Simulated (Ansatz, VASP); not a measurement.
# One calculation of Ga, two programs

```xyz
2
Lattice="1.4645 -4.1056 0.0000 1.4645 4.1056 0.0000 0.0000 0.0000 3.1700" Properties=species:S:1:pos:R:3 pbc="T T T"
Ga    1.4645    3.0135    2.3775
Ga    1.4645   -3.0135    0.7925
```

Alike in both runs: functional PBEsol; k mesh 8 × 8 × 7; occupations fermi-dirac, width 0.05 eV; no spin polarisation.

|  | VASP | Ansatz |
| --- | --- | --- |
| version | VASP 6.6.1 | Ansatz 0.2.0 |
| potentials or method | VASP PAW PBE potentials, release 64 (Ga_d) | Ansatz PAW |
| plane-wave cutoff (eV) | 520 | 420 |
| valence electrons in the cell | 26 | 26 |
| task | single point | band structure |

|  | VASP | Ansatz | Ansatz less VASP |
| --- | --- | --- | --- |
| gap on the k mesh at the Fermi level (eV) | none | none | - |
| pressure (GPa) | -2.8 | -2.9 | -0.06 |
| traceless stress, the component that is largest in VASP (GPa) | 0.91 | 0.91 | +0.001 |
| rms of the force components (eV/Å) | 0.139 | 0.139 | +0.0004 |

VASP's potentials were made for PBE, not for PBEsol. Atom by atom the forces differ by 0.000 eV/Å (rms over components). A gap of «none» marks a metal or a gap that the smearing closes. With one functional, cell and mesh, what is left measures potentials, basis and numerics.
